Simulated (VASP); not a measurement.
# C in VASP: notebook

Runs on C. Level: PBE+D3(BJ). Tasks: single point.

All numbers are computed with VASP 6.6.1; they aren't measurements. Logs are shortened: lines on timing, memory, paths and dates and some standing lists are left out, and cuts for length are marked.

### Step 1. The cell of the first run

The cell holds a slab with vacuum, 18 atoms: a = 7.398 Å, b = 7.398 Å, c = 12.000 Å, α = 90.00°, β = 90.00°, γ = 120.00°.

### Step 2. Single point, PBE+D3(BJ)

INCAR

```
SYSTEM = C
  PREC = Accurate
  ENCUT = 520
  EDIFF = 1E-6
  ISMEAR = -1
  SIGMA = 0.05
  LREAL = Auto
  LASPH = .TRUE.
  NELM = 100
  ALGO = Normal
  ISIF = 2
  LWAVE = .FALSE.
  LCHARG = .TRUE.
  GGA = PE
  IVDW = 12
  LELF = .TRUE.
  LVHAR = .TRUE.
  NBANDS = 51
```

KPOINTS

```
regular mesh
0
G
  2 2 1
  0 0 0
```

POSCAR

```
C
1.0
    7.3980000000      0.0000000000      0.0000000000
   -3.6990000000      6.4068560000      0.0000000000
    0.0000000000      0.0000000000     12.0000000000
C
18
Direct
    0.0153741714     -0.0001248662      0.0815083333
    0.2428025999      0.1207768678      0.0738250000
    0.0176798393      0.3440376996      0.0642916667
    0.2410125555      0.4592892364      0.0745000000
    0.0134530909      0.6671603045      0.0734166667
    0.2350780812      0.7785097714      0.0752833333
    0.3564027350      0.0021539426      0.0776000000
    0.5789531875      0.1248974536      0.0621166667
    0.3453185527      0.3391366998      0.0763333333
    0.5705569883      0.4468182210      0.0790916667
    0.3567586136      0.6830495332      0.0849166667
    0.5842776489      0.7945082580      0.0845416667
    0.6954246857      0.0119091174      0.0727666667
    0.9164685370      0.1165001992      0.0693583333
    0.6878891939      0.3416340246      0.0712833333
    0.9103320479      0.4531863991      0.0644083333
    0.6854376877      0.6712808903      0.0758500000
    0.8998323636      0.7764963033      0.0734250000
```

Potentials or basis: VASP PAW PBE potentials, release 64 (C).

Run with:

```bash
cat potpaw_PBE.64/C/POTCAR > POTCAR
mpirun -np 1 vasp_std > vasp.out
```

OUTCAR:

```text
SYSTEM = C
   PREC = Accurate
   ENCUT = 520
   EDIFF = 1E-6
   ISMEAR = -1
   LREAL = Auto
   LASPH = .TRUE.
   NELM = 100
   ISIF = 2
   GGA = PE
   IVDW = 12
 IVDW          = 12

 ion  position               nearest neighbor table
   1  0.015  1.000  0.082-  14 1.39  18 1.43   2 1.46
   2  0.243  0.121  0.074-   9 1.40   1 1.46   7 1.49
   3  0.018  0.344  0.064-  16 1.39   4 1.44  14 1.46
   4  0.241  0.459  0.075-   3 1.44  11 1.44   9 1.44
   5  0.013  0.667  0.073-  16 1.38   6 1.42  18 1.43
   6  0.235  0.779  0.075-  11 1.40   5 1.42   7 1.43
[... 10 lines left out ...]
  17  0.685  0.671  0.076-  18 1.37  10 1.44  12 1.44
  18  0.900  0.776  0.073-  17 1.37   5 1.43   1 1.43

  LATTYP: Found a hexagonal cell.
 ALAT       =     7.3980000000
 C/A-ratio  =     1.6220600162

  Lattice vectors:

 A1 = (   7.3980000000,   0.0000000000,   0.0000000000)
 A2 = (  -3.6990000000,   6.4068560000,   0.0000000000)
 A3 = (   0.0000000000,   0.0000000000,  12.0000000000)

Analysis of symmetry for initial positions (statically):
=====================================================================
 Subroutine PRICEL returns:
 Original cell was already a primitive cell.

 Routine SETGRP: Setting up the symmetry group for a
 hexagonal supercell.

 Subroutine GETGRP returns: Found  1 space group operations
 (whereof  1 operations were pure point group operations)
 out of a pool of 24 trial point group operations.

The static configuration has the point symmetry C_1 .

Analysis of symmetry for dynamics (positions and initial velocities):
=====================================================================
 Subroutine PRICEL returns:
 Original cell was already a primitive cell.

 Routine SETGRP: Setting up the symmetry group for a
 hexagonal supercell.

 Subroutine GETGRP returns: Found  1 space group operations
 (whereof  1 operations were pure point group operations)
 out of a pool of 24 trial point group operations.

The dynamic configuration has the point symmetry C_1 .

 Subroutine INISYM returns: Found  1 space group operations
 (whereof  1 operations are pure point group operations),
 and found     1 'primitive' translations

[... 106 lines left out ...]
   LREAL  =      T    real-space projection
   EDIFFG = 0.1E-04   stopping-criterion for IOM
   NSW    =      0    number of steps for IOM
   IBRION =     -1    ionic relax: 0-MD 1-quasi-New 2-CG
   NFREE  =      0    steps in history (QN), initial steepest desc. (CG)
   ISIF   =      2    stress and relaxation
   ISYM   =      2    0-nonsym 1-usesym 2-fastsym
   POTIM  = 0.5000    time-step for ionic-motion
   TEBEG  =    0.0;   TEEND  =   0.0 temperature during run
   PSTRESS=    0.0 pullay stress
   NELECT =      72.0000    total number of electrons
   NUPDOWN=      -1.0000    fix difference up-down
   EMIN   =  10.00;   EMAX   =-10.00  energy-range for DOS
   EFERMI =   0.00;   METHOD = LEGACY
   ISMEAR =    -1;   SIGMA  =   0.05  broadening in eV -4-tet -1-fermi 0-gaus
   EFERMI_NEDOS =   21; number of points for ismear=-14 and -15
   IALGO  =     38    algorithm
   IMIX   =      4    mixing-type and parameters
     AMIX     =   0.40;   BMIX     =  1.00
     AMIX_MAG =   1.60;   BMIX_MAG =  1.00
  volume/ion in A,a.u.               =      31.60       213.24
  Fermi-wavevector in a.u.,A,eV,Ry     =   0.822001  1.553356  9.193253  0.675685
  Thomas-Fermi vector in A             =   1.933259
   LORBIT       =      0    0 simple, 1 ext, 2 COOP (PROOUT), +10 PAW based schemes
   GGA     = PE    functional components
   LHFCALC =     F    Hartree Fock is set to
   AEXX    =    0.0000 exact exchange contribution
   IVDW    =    12    specifies the selected vdW correction
   LEPSILON=     F    determine dielectric tensor
   LRPA    =     F    only Hartree local field effects (RPA)
 non-spin polarized calculation
  energy-cutoff  :      520.00
  volume of cell :      568.78
 maximum number of plane-waves:     15363
 NGX is ok and might be reduce to    56
   NGX = 27   NGY = 27   NGZ = 45

 number of electron      72.0000001 magnetization

 Free energy of the ion-electron system (eV)
  ---------------------------------------------------
  ext. energy  EPLUGINS =         0.00000000
  ---------------------------------------------------
  free energy    TOTEN  =      -164.62225496 eV

  energy without entropy =     -164.60235543  energy(sigma->0) =     -164.61230519

 E-fermi :  -1.7476     XC(G=0):  -3.5846

 val. band max:       -1.8601421190   @ k =   0.0000   0.0000   0.0000
 cond. band min:      -1.6331308362   @ k =   0.0000   0.0000   0.0000
 fundamental gap:      0.2270112828
 Fermi energy:        -1.7475953562

 k-point     1 :       0.0000    0.0000    0.0000
  band No.  band energies     occupation
      1     -21.2677      2.00000
      2     -18.9520      2.00000
      3     -18.7864      2.00000
      4     -18.7211      2.00000
      5     -18.6131      2.00000
      6     -18.5436      2.00000
[... 193 lines left out ...]
     47       4.1575      0.00000
     48       4.2496      0.00000
 [bands above 48 left out]

------------------------ aborting loop because EDIFF is reached ----------------------------------------

 Edisp (eV)   -1.59759

 E8    (eV) :    -0.4978

  FORCE on cell =-STRESS in cart. coord.  units (eV):
  Direction    XX          YY          ZZ          XY          YZ          ZX
  --------------------------------------------------------------------------------------
  -------------------------------------------------------------------------------------
  Total       0.64203     1.35349    -0.93195    -0.32041     0.36052    -0.16625
  in kB       1.80854     3.81263    -2.62521    -0.90257     1.01555    -0.46831
  external pressure =        1.00 kB  Pullay stress =        0.00 kB

 VOLUME and BASIS-vectors are now :
 -----------------------------------------------------------------------------
  energy-cutoff  :      520.00
  volume of cell :      568.78
      direct lattice vectors                 reciprocal lattice vectors
     7.398000000  0.000000000  0.000000000     0.135171668  0.078041398  0.000000000
    -3.699000000  6.406856000  0.000000000     0.000000000  0.156082796  0.000000000
     0.000000000  0.000000000 12.000000000     0.000000000  0.000000000  0.083333333

 POSITION                                       TOTAL-FORCE (eV/Angst)
 -----------------------------------------------------------------------------------
     -3.58480      6.40606      0.97810         1.138533      0.963742     -1.411669
      1.34950      0.77380      0.88590         0.582618     -2.150431      0.991453
     -1.14180      2.20420      0.77150         2.999677     -0.399369      0.438733
      0.08410      2.94260      0.89400         0.015961     -0.704819      0.160896
     -2.36830      4.27440      0.88100         0.468294      1.192159     -0.513439
     -1.14060      4.98780      0.90340         1.025337      1.729889      0.808006
[... 10 lines left out ...]
      2.58780      4.30080      0.91020        -1.434335     -0.053478      0.816363
      3.78470      4.97490      0.88110         1.352496      1.309050      0.657300
 -----------------------------------------------------------------------------------
    total drift:                                0.025408      0.004118     -0.013581

  FREE ENERGIE OF THE ION-ELECTRON SYSTEM (eV)
  ---------------------------------------------------
  free  energy   TOTEN  =      -166.2198491467 eV

  energy  without entropy=     -166.1999496122  energy(sigma->0) =     -166.20989938
```

Run time: 7.2 min. Hardware: 1 thread of AMD EPYC 7R13, shared host; peak memory 0.53 GiB.

Results:

```yaml
Free_energy: -166.2198 eV
Largest_force: 3.524 eV/Å
Dispersion_energy_per_atom: -0.089 eV
```

Forces in eV/Å, atoms in the order of the input:
```
C    1.139  0.964 -1.412
C    0.583 -2.150  0.991
C    3.000 -0.399  0.439
C    0.016 -0.705  0.161
C    0.468  1.192 -0.513
C    1.025  1.730  0.808
C   -1.934  2.586 -1.411
C    0.603 -2.847  1.896
C    1.445  0.424  0.048
C    0.105  0.424 -0.653
C    0.231 -1.732 -0.919
C   -0.887 -1.171 -0.687
C   -0.886 -0.092 -0.475
C   -1.886  0.951  0.319
C   -1.724  0.409 -0.671
C   -1.215 -0.839  0.606
C   -1.434 -0.053  0.816
C    1.352  1.309  0.657
```

Caveat: the k points lie up to 0.49 Å⁻¹ apart; the atoms stand as in a frame of molecular dynamics; there is no dipole correction, which matters where the two faces differ.

### Step 3. Single point, PBE+D3(BJ)

INCAR

```
SYSTEM = C
PREC = Accurate
ENCUT = 520
EDIFF = 1E-6
ISMEAR = -1
SIGMA = 0.05
LREAL = Auto
LASPH = .TRUE.
NELM = 100
ALGO = Normal
ISIF = 2
LWAVE = .FALSE.
LCHARG = .FALSE.
GGA = PE
IVDW = 12
NBANDS = 51
```

KPOINTS is that of step 2.

POSCAR

```
C
1.0
    7.3980000000      0.0000000000      0.0000000000
   -3.6990000000      6.4068560000      0.0000000000
    0.0000000000      0.0000000000     12.0000000000
C
18
Direct
    0.0162372809      0.0141723179      0.0699500000
    0.2346830748      0.1197311130      0.0663333333
    0.0248935641      0.3446776391      0.0783083333
    0.2543863255      0.4539199882      0.0676916667
    0.0276586440      0.6771339952      0.0789833333
    0.2464463697      0.7864856023      0.0727250000
    0.3500457847      0.0029031400      0.0763333333
    0.5674623731      0.1103505370      0.0746166667
    0.3525382800      0.3349224643      0.0726666667
    0.5734490722      0.4508451571      0.0807000000
    0.3591175334      0.6764940557      0.0651750000
    0.5713579478      0.7863763443      0.0701583333
    0.6816814884      0.0066179106      0.0818083333
    0.9062227954      0.1214480238      0.0845416667
    0.6798638279      0.3337206268      0.0783583333
    0.9070034227      0.4510168482      0.0797666667
    0.6863949052      0.6715462311      0.0666000000
    0.9136312114      0.7888736691      0.0698083333
```

Potentials or basis: VASP PAW PBE potentials, release 64 (C).

Run with:

```bash
cat potpaw_PBE.64/C/POTCAR > POTCAR
mpirun -np 1 vasp_std > vasp.out
```

Wall time 6.5 min (1 thread of AMD EPYC 7R13, shared host); peak memory 0.53 GiB.

Results (log left out):

```
Free energy                : -166.2835 eV
Largest force              : 3.593 eV/Å
Dispersion energy per atom : -0.089 eV
```

Forces on the atoms (eV/Å):
```
C    1.076 -1.441  0.252
C    1.948 -1.451  1.154
C    0.295 -0.517 -0.113
C   -3.475 -0.812  0.424
C   -2.647 -0.947 -0.821
C    0.058 -0.746  0.289
C   -1.556  0.697 -1.198
C    0.396  1.630  0.867
C   -0.402  1.770 -0.133
C    1.406 -0.234 -1.347
C   -1.143 -0.737  0.560
C    2.949  0.353 -0.116
C    0.571 -0.141 -0.558
C   -0.086  0.743 -1.013
C    1.130  1.844  0.239
C   -0.005  0.386 -0.085
C    0.281  0.686  1.302
C   -0.797 -1.082  0.298
```

Caveat: the k points lie up to 0.49 Å⁻¹ apart; the atoms stand as in a frame of molecular dynamics; there is no dipole correction, which matters where the two faces differ.
